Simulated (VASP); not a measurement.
# PbF2 (Fm-3m) in VASP: notebook

The runs below take PbF2 through electric field gradients, with LDA.

All numbers are computed with VASP 6.6.1; they aren't measurements. Logs are shortened: lines on timing, memory, paths and dates and some standing lists are left out, and cuts for length are marked.

## Step 1: The cell of the first run

Symmetry: Fm-3m, No. 225, cubic system. The conventional cell has a = 5.900 Å, b = 5.900 Å, c = 5.900 Å, α = 90.00°, β = 90.00°, γ = 90.00°. Pb (site symmetry m-3m) has 8 F at 2.55 Å within 3.4 Å. F (site symmetry -43m) has 4 Pb at 2.55 Å and 6 F at 2.95 Å within 3.4 Å.

## Step 2: Electric field gradients, LDA (volume scaled by 0.98)

File INCAR:

```
ALGO = Normal ; EDIFF = 1E-8
ENCUT = 520 ; GGA = CA
ISIF = 2 ; ISMEAR = -1
LASPH = True ; LCHARG = False
LEFG = True ; LREAL = False
LWAVE = False ; NBANDS = 21
NELM = 60 ; PREC = Accurate
SIGMA = 0.03
```

File KPOINTS:

```
k-points
0
Gamma
  7 7 7
```

File POSCAR:

```
PbF2
1.0
    0.0000000000      2.9499175202      2.9499175202
    2.9499175202      0.0000000000      2.9499175202
    2.9499175202      2.9499175202      0.0000000000
Pb F
1 2
Direct
    0.0000000000      0.0000000000      0.0000000000
    0.2500000000      0.2500000000      0.2500000000
    0.7500000000      0.7500000000      0.7500000000
```

Potentials or basis: VASP PAW LDA potentials, release 64 (Pb_d, F).

Started as:

```bash
$ cat potpaw_LDA.64/Pb_d/POTCAR potpaw_LDA.64/F/POTCAR > POTCAR
$ mpirun -np 1 vasp_std > vasp.out
```

OUTCAR:

```text
EDIFF = 1E-8
   ENCUT = 520
   GGA = CA
   ISIF = 2
   ISMEAR = -1
   LASPH = True
   LREAL = False
   NELM = 60
   PREC = Accurate

 ion  position               nearest neighbor table
   1  0.000  0.000  0.000-   2 2.55   3 2.55   3 2.55   3 2.55   3 2.55   2 2.55   2 2.55   2 2.55

   2  0.250  0.250  0.250-   1 2.55   1 2.55   1 2.55   1 2.55
   3  0.750  0.750  0.750-   1 2.55   1 2.55   1 2.55   1 2.55

  LATTYP: Found a face centered cubic cell.
 ALAT       =     5.8998350404

  Lattice vectors:

 A1 = (   0.0000000000,   2.9499175202,   2.9499175202)
 A2 = (   2.9499175202,   0.0000000000,   2.9499175202)
 A3 = (   2.9499175202,   2.9499175202,   0.0000000000)

Analysis of symmetry for initial positions (statically):
=====================================================================
 Subroutine PRICEL returns:
 Original cell was already a primitive cell.

 Routine SETGRP: Setting up the symmetry group for a
 face centered cubic supercell.

 Subroutine GETGRP returns: Found 48 space group operations
 (whereof 48 operations were pure point group operations)
 out of a pool of 48 trial point group operations.

The static configuration has the point symmetry O_h .

Analysis of symmetry for dynamics (positions and initial velocities):
=====================================================================
 Subroutine PRICEL returns:
 Original cell was already a primitive cell.

 Routine SETGRP: Setting up the symmetry group for a
 face centered cubic supercell.

 Subroutine GETGRP returns: Found 48 space group operations
 (whereof 48 operations were pure point group operations)
 out of a pool of 48 trial point group operations.

The dynamic configuration has the point symmetry O_h .

 Subroutine INISYM returns: Found 48 space group operations
 (whereof 48 operations are pure point group operations),
 and found     1 'primitive' translations

----------------------------------------------------------------------------------------

                                     Primitive cell

  volume of cell :      51.3404

  direct lattice vectors                    reciprocal lattice vectors
[... 123 lines left out ...]
 Free energy of the ion-electron system (eV)
  ---------------------------------------------------
  ext. energy  EPLUGINS =         0.00000000
  ---------------------------------------------------
  free energy    TOTEN  =       -15.93250157 eV

  energy without entropy =      -15.93250157  energy(sigma->0) =      -15.93250157

 E-fermi :   2.4317     XC(G=0): -10.1346

 val. band max:        1.6693426055   @ k =  -0.2857   0.4286   0.1429
 cond. band min:       5.9219366940   @ k =   0.4286   0.4286   0.0000
 fundamental gap:      4.2525940885
 Fermi energy:         2.4317305871

 k-point     1 :       0.0000    0.0000    0.0000
  band No.  band energies     occupation
      1     -19.1448      2.00000
      2     -18.4454      2.00000
      3     -12.6767      2.00000
      4     -12.6767      2.00000
      5     -12.6767      2.00000
      6     -12.5970      2.00000
[... 469 lines left out ...]
     20      17.5007      0.00000
     21      17.9199      0.00000

------------------------ aborting loop because EDIFF is reached ----------------------------------------

  FORCE on cell =-STRESS in cart. coord.  units (eV):
  Direction    XX          YY          ZZ          XY          YZ          ZX
  --------------------------------------------------------------------------------------
  -------------------------------------------------------------------------------------
  Total       -1.1433727     -1.1433727     -1.1433727      0.0000000     -0.0000000      0.0000000
  in kB      -35.6811441    -35.6811441    -35.6811441      0.0000000     -0.0000000      0.0000000
  external PRESSURE =     -35.6811441 kB  Pullay stress =       0.0000000 kB

 VOLUME and BASIS-vectors are now :
 -----------------------------------------------------------------------------
  energy-cutoff  :      520.00
  volume of cell :       51.34
      direct lattice vectors                 reciprocal lattice vectors
     0.000000000  2.949917520  2.949917520    -0.169496264  0.169496264  0.169496264
     2.949917520  0.000000000  2.949917520     0.169496264 -0.169496264  0.169496264
     2.949917520  2.949917520  0.000000000     0.169496264  0.169496264 -0.169496264

 POSITION                                       TOTAL-FORCE (eV/Angst)
 -----------------------------------------------------------------------------------
      0.00000      0.00000      0.00000        -0.000000      0.000000     -0.000000
      1.47496      1.47496      1.47496        -0.000000     -0.000000     -0.000000
      4.42488      4.42488      4.42488         0.000000      0.000000      0.000000
 -----------------------------------------------------------------------------------
    total drift:                                0.000000     -0.000000      0.000000

  FREE ENERGIE OF THE ION-ELECTRON SYSTEM (eV)
  ---------------------------------------------------
  free  energy   TOTEN  =       -15.9325015722 eV

  energy  without entropy=      -15.9325015722  energy(sigma->0) =      -15.93250157

 Electric field gradients (V/A^2)
---------------------------------------------------------------------
 ion       V_xx      V_yy      V_zz      V_xy      V_xz      V_yz
---------------------------------------------------------------------
   1      -0.000     0.000     0.000    -0.001    -0.001    -0.001
   2       0.000    -0.000     0.000     0.001     0.001     0.001
   3       0.000    -0.000     0.000     0.001     0.001     0.001
---------------------------------------------------------------------

 Electric field gradients after diagonalization (V/A^2)
 (convention: |V_zz| > |V_xx| > |V_yy|)
----------------------------------------------------------------------
 ion       V_xx      V_yy      V_zz     asymmetry (V_yy - V_xx)/ V_zz
----------------------------------------------------------------------
   1       0.001     0.001    -0.002       0.000
   2      -0.001    -0.001     0.002       0.000
   3      -0.001    -0.001     0.002       0.000
----------------------------------------------------------------------

           NMR quadrupolar parameters

 Cq : quadrupolar parameter    Cq=e*Q*V_zz/h
 eta: asymmetry parameters     (V_yy - V_xx)/ V_zz
 Q  : nuclear electric quadrupole moment in mb (millibarn)
----------------------------------------------------------------------
 ion       Cq(MHz)       eta       Q (mb)
----------------------------------------------------------------------
   1      -0.000       0.000       1.000
   2       0.000       0.000       1.000
   3       0.000       0.000       1.000
----------------------------------------------------------------------
```

OSZICAR:

```text
N       E                     dE             d eps       ncg     rms          rms(c)
DAV:   1     0.301012610991E+03    0.30101E+03   -0.14729E+04   845   0.155E+03
DAV:   2     0.888540299163E+01   -0.29213E+03   -0.27396E+03   910   0.426E+02
DAV:   3    -0.169572070449E+02   -0.25843E+02   -0.25512E+02  1005   0.137E+02
DAV:   4    -0.176985032480E+02   -0.74130E+00   -0.74091E+00   935   0.241E+01
DAV:   5    -0.177237329916E+02   -0.25230E-01   -0.25224E-01  1094   0.463E+00    0.748E+00
DAV:   6    -0.160034290880E+02    0.17203E+01   -0.79675E+00  1139   0.225E+01    0.265E+00
DAV:   7    -0.159652347093E+02    0.38194E-01   -0.41480E-01   895   0.403E+00    0.145E+00
DAV:   8    -0.159353111591E+02    0.29924E-01   -0.10314E-01   980   0.327E+00    0.507E-01
DAV:   9    -0.159322431509E+02    0.30680E-02   -0.16361E-02  1116   0.964E-01    0.899E-02
DAV:  10    -0.159325313822E+02   -0.28823E-03   -0.66338E-04   910   0.263E-01    0.328E-02
DAV:  11    -0.159325001003E+02    0.31282E-04   -0.71883E-05  1040   0.782E-02    0.936E-03
DAV:  12    -0.159325022528E+02   -0.21524E-05   -0.20768E-05   985   0.454E-02    0.591E-03
DAV:  13    -0.159325015697E+02    0.68307E-06   -0.40194E-06  1150   0.215E-02    0.117E-03
DAV:  14    -0.159325015723E+02   -0.26030E-08   -0.28186E-07   988   0.473E-03    0.180E-04
DAV:  15    -0.159325015722E+02    0.11687E-09   -0.37762E-09   660   0.609E-04
   1 F= -.15932502E+02 E0= -.15932502E+02  d E =-.204195E-11
```

stdout:

```text
POSCAR found type information on POSCAR PbF
 POSCAR found :  2 types and       3 ions
 scaLAPACK will be used
 LDA part: xc-table for (Slater(with rela. corr.)+CA(PZ))
 , standard interpolation
 POSCAR, INCAR and KPOINTS ok, starting setup
 FFT: planning ... GRIDC
 FFT: planning ... GRID_SOFT
 FFT: planning ... GRID
 WAVECAR not read
 entering main loop
ion   1

ion   2

ion   3
```

Run time: 12 s. Hardware: 1 thread of AMD EPYC 9R45 (Zen 5), shared host; peak memory 0.13 GiB.

What came out:

| Quantity | Value |
| --- | --- |
| Free energy | -15.9325 eV |
| Pressure | -3.6 GPa |
| Band gap on the k mesh | 4.25 eV, indirect (least direct gap 4.48 eV) |

Levels at points of the mesh, in eV from the valence-band top:
```
           k point  band 12  band 13  band 14  band 15  band 16  band 17
(0.00, 0.00, 0.00)    -2.08    -2.08    -2.08     6.59     6.59     6.59
```

Caveat: the cell differs from its parent crystal (volume scaled by 0.98); without QUAD_EFG the Cq values of the log hold for a quadrupole moment of 1 mb, not for the nuclei; spin-orbit coupling is left out, which moves the levels of the heavy elements. A k mesh can miss the band edges.

## Step 3: Electric field gradients, LDA

This run uses another cell than the first one, of 17.46 Å³/atom, 1.020 times its volume.

File INCAR:

```
SYSTEM = PbF2
PREC = Accurate
ENCUT = 520
EDIFF = 1E-8
ISMEAR = -1
SIGMA = 0.03
LREAL = .False.
LASPH = .True.
NELM = 80
ALGO = Normal
ISIF = 2
LWAVE = .False.
LCHARG = .False.
GGA = CA
LEFG = .True.
NBANDS = 21
```

File KPOINTS:

```
Automatic mesh
0
Gamma
  7 7 7
  0 0 0
```

File POSCAR:

```
PbF2
1.0
    0.0000000000      2.9698500000      2.9698500000
    2.9698500000      0.0000000000      2.9698500000
    2.9698500000      2.9698500000      0.0000000000
Pb F
1 2
Direct
    0.0000000000      0.0000000000      0.0000000000
    0.2500000000      0.2500000000      0.2500000000
    0.7500000000      0.7500000000      0.7500000000
```

Potentials or basis: VASP PAW LDA potentials, release 64 (Pb_d, F).

Started as:

```bash
$ cat potpaw_LDA.64/Pb_d/POTCAR potpaw_LDA.64/F/POTCAR > POTCAR
$ mpirun -np 1 vasp_std > vasp.out
```

OUTCAR:

```text
SYSTEM = PbF2
   PREC = Accurate
   ENCUT = 520
   EDIFF = 1E-8
   ISMEAR = -1
   LREAL = .False.
   LASPH = .True.
   NELM = 80
   ISIF = 2
   GGA = CA

 ion  position               nearest neighbor table
   1  0.000  0.000  0.000-   3 2.57   3 2.57   3 2.57   2 2.57   2 2.57   2 2.57   3 2.57   2 2.57

   2  0.250  0.250  0.250-   1 2.57   1 2.57   1 2.57   1 2.57
   3  0.750  0.750  0.750-   1 2.57   1 2.57   1 2.57   1 2.57

  LATTYP: Found a face centered cubic cell.
 ALAT       =     5.9397000000

  Lattice vectors:

 A1 = (   0.0000000000,   2.9698500000,   2.9698500000)
 A2 = (   2.9698500000,   0.0000000000,   2.9698500000)
 A3 = (   2.9698500000,   2.9698500000,   0.0000000000)

Analysis of symmetry for initial positions (statically):
=====================================================================
 Subroutine PRICEL returns:
 Original cell was already a primitive cell.

 Routine SETGRP: Setting up the symmetry group for a
 face centered cubic supercell.

 Subroutine GETGRP returns: Found 48 space group operations
 (whereof 48 operations were pure point group operations)
 out of a pool of 48 trial point group operations.

The static configuration has the point symmetry O_h .

Analysis of symmetry for dynamics (positions and initial velocities):
=====================================================================
 Subroutine PRICEL returns:
 Original cell was already a primitive cell.

 Routine SETGRP: Setting up the symmetry group for a
 face centered cubic supercell.

 Subroutine GETGRP returns: Found 48 space group operations
 (whereof 48 operations were pure point group operations)
 out of a pool of 48 trial point group operations.

The dynamic configuration has the point symmetry O_h .

 Subroutine INISYM returns: Found 48 space group operations
 (whereof 48 operations are pure point group operations),
 and found     1 'primitive' translations

----------------------------------------------------------------------------------------

                                     Primitive cell

  volume of cell :      52.3882

  direct lattice vectors                    reciprocal lattice vectors
     0.000000000  2.969850000  2.969850000    -0.168358671  0.168358671  0.168358671
     2.969850000  0.000000000  2.969850000     0.168358671 -0.168358671  0.168358671
     2.969850000  2.969850000  0.000000000     0.168358671  0.168358671 -0.168358671

  length of vectors
     4.200002148  4.200002148  4.200002148     0.291605773  0.291605773  0.291605773

  position of ions in fractional coordinates (direct lattice)
     0.000000000  0.000000000  0.000000000
     0.250000000  0.250000000  0.250000000
     0.750000000  0.750000000  0.750000000

  ion indices of the primitive-cell ions
   primitive index   ion index
                 1           1
                 2           2
                 3           3

----------------------------------------------------------------------------------------

 KPOINTS: Automatic mesh

Automatic generation of k-mesh.
[... 70 lines left out ...]
   TEBEG  =    0.0;   TEEND  =   0.0 temperature during run
   PSTRESS=    0.0 pullay stress
   NELECT =      28.0000    total number of electrons
   NUPDOWN=      -1.0000    fix difference up-down
   EMIN   =  10.00;   EMAX   =-10.00  energy-range for DOS
   EFERMI =   0.00;   METHOD = LEGACY
   ISMEAR =    -1;   SIGMA  =   0.03  broadening in eV -4-tet -1-fermi 0-gaus
   EFERMI_NEDOS =   21; number of points for ismear=-14 and -15
   IALGO  =     38    algorithm
   IMIX   =      4    mixing-type and parameters
     AMIX     =   0.40;   BMIX     =  1.00
     AMIX_MAG =   1.60;   BMIX_MAG =  1.00
  volume/ion in A,a.u.               =      17.46       117.84
  Fermi-wavevector in a.u.,A,eV,Ry     =   1.328566  2.510625 24.015460  1.765086
  Thomas-Fermi vector in A             =   2.457794
   LORBIT       =      0    0 simple, 1 ext, 2 COOP (PROOUT), +10 PAW based schemes
   GGA     = CA    functional components
   LHFCALC =     F    Hartree Fock is set to
   AEXX    =    0.0000 exact exchange contribution
   IVDW    =     0    specifies the selected vdW correction
   LEPSILON=     F    determine dielectric tensor
   LRPA    =     F    only Hartree local field effects (RPA)
 non-spin polarized calculation
  energy-cutoff  :      520.00
  volume of cell :       52.39
 maximum number of plane-waves:      1420
   NGX = 15   NGY = 15   NGZ = 15

 number of electron      28.0000010 magnetization

 Free energy of the ion-electron system (eV)
  ---------------------------------------------------
  ext. energy  EPLUGINS =         0.00000000
  ---------------------------------------------------
  free energy    TOTEN  =       -15.90659434 eV

  energy without entropy =      -15.90659434  energy(sigma->0) =      -15.90659434

 E-fermi :   2.1765     XC(G=0): -10.0339

 val. band max:        1.4179745693   @ k =  -0.2857   0.4286   0.1429
 cond. band min:       5.6764190676   @ k =   0.4286   0.4286   0.0000
 fundamental gap:      4.2584444983
 Fermi energy:         2.1764915928

 k-point     1 :       0.0000    0.0000    0.0000
  band No.  band energies     occupation
      1     -19.2280      2.00000
      2     -18.5670      2.00000
      3     -12.9012      2.00000
      4     -12.9012      2.00000
      5     -12.9012      2.00000
      6     -12.8313      2.00000
[... 469 lines left out ...]
     20      17.1736      0.00000
     21      17.6243      0.00000

------------------------ aborting loop because EDIFF is reached ----------------------------------------

  FORCE on cell =-STRESS in cart. coord.  units (eV):
  Direction    XX          YY          ZZ          XY          YZ          ZX
  --------------------------------------------------------------------------------------
  -------------------------------------------------------------------------------------
  Total       -1.6124605     -1.6124605     -1.6124605      0.0000000      0.0000000      0.0000000
  in kB      -49.3135336    -49.3135336    -49.3135336      0.0000000      0.0000000      0.0000000
  external PRESSURE =     -49.3135336 kB  Pullay stress =       0.0000000 kB

 VOLUME and BASIS-vectors are now :
 -----------------------------------------------------------------------------
  energy-cutoff  :      520.00
  volume of cell :       52.39
      direct lattice vectors                 reciprocal lattice vectors
     0.000000000  2.969850000  2.969850000    -0.168358671  0.168358671  0.168358671
     2.969850000  0.000000000  2.969850000     0.168358671 -0.168358671  0.168358671
     2.969850000  2.969850000  0.000000000     0.168358671  0.168358671 -0.168358671

 POSITION                                       TOTAL-FORCE (eV/Angst)
 -----------------------------------------------------------------------------------
      0.00000      0.00000      0.00000        -0.000000     -0.000000      0.000000
      1.48493      1.48493      1.48493         0.000000      0.000000     -0.000000
      4.45477      4.45477      4.45477        -0.000000     -0.000000      0.000000
 -----------------------------------------------------------------------------------
    total drift:                                0.000000     -0.000000      0.000000

  FREE ENERGIE OF THE ION-ELECTRON SYSTEM (eV)
  ---------------------------------------------------
  free  energy   TOTEN  =       -15.9065943371 eV

  energy  without entropy=      -15.9065943371  energy(sigma->0) =      -15.90659434

 Electric field gradients (V/A^2)
---------------------------------------------------------------------
 ion       V_xx      V_yy      V_zz      V_xy      V_xz      V_yz
---------------------------------------------------------------------
   1       0.000    -0.000     0.000    -0.001    -0.001    -0.001
   2       0.000     0.000     0.000     0.002     0.002     0.002
   3       0.000     0.000     0.000     0.002     0.002     0.002
---------------------------------------------------------------------

 Electric field gradients after diagonalization (V/A^2)
 (convention: |V_zz| > |V_xx| > |V_yy|)
----------------------------------------------------------------------
 ion       V_xx      V_yy      V_zz     asymmetry (V_yy - V_xx)/ V_zz
----------------------------------------------------------------------
   1       0.001     0.001    -0.002       0.000
   2      -0.002    -0.002     0.005       0.000
   3      -0.002    -0.002     0.005       0.000
----------------------------------------------------------------------

           NMR quadrupolar parameters

 Cq : quadrupolar parameter    Cq=e*Q*V_zz/h
 eta: asymmetry parameters     (V_yy - V_xx)/ V_zz
 Q  : nuclear electric quadrupole moment in mb (millibarn)
----------------------------------------------------------------------
 ion       Cq(MHz)       eta       Q (mb)
----------------------------------------------------------------------
   1      -0.000       0.000       1.000
   2       0.000       0.000       1.000
   3       0.000       0.000       1.000
----------------------------------------------------------------------
```

stdout:

```text
POSCAR found type information on POSCAR PbF
 POSCAR found :  2 types and       3 ions
 scaLAPACK will be used
 LDA part: xc-table for (Slater(with rela. corr.)+CA(PZ))
 , standard interpolation
 POSCAR, INCAR and KPOINTS ok, starting setup
 FFT: planning ... GRIDC
 FFT: planning ... GRID_SOFT
 FFT: planning ... GRID
 WAVECAR not read
 entering main loop
ion   1

ion   2

ion   3
```

It took 11 s on 1 thread of AMD EPYC 9R45 (Zen 5), shared host; peak memory 0.13 GiB.

What came out:

```yaml
Free_energy: -15.9066 eV
Pressure: -4.9 GPa
Band_gap_on_the_k_mesh: 4.26 eV, indirect (least direct gap 4.48 eV)
```

Caveat: without QUAD_EFG the Cq values of the log hold for a quadrupole moment of 1 mb, not for the nuclei; spin-orbit coupling is left out, which moves the levels of the heavy elements. A k mesh can miss the band edges.
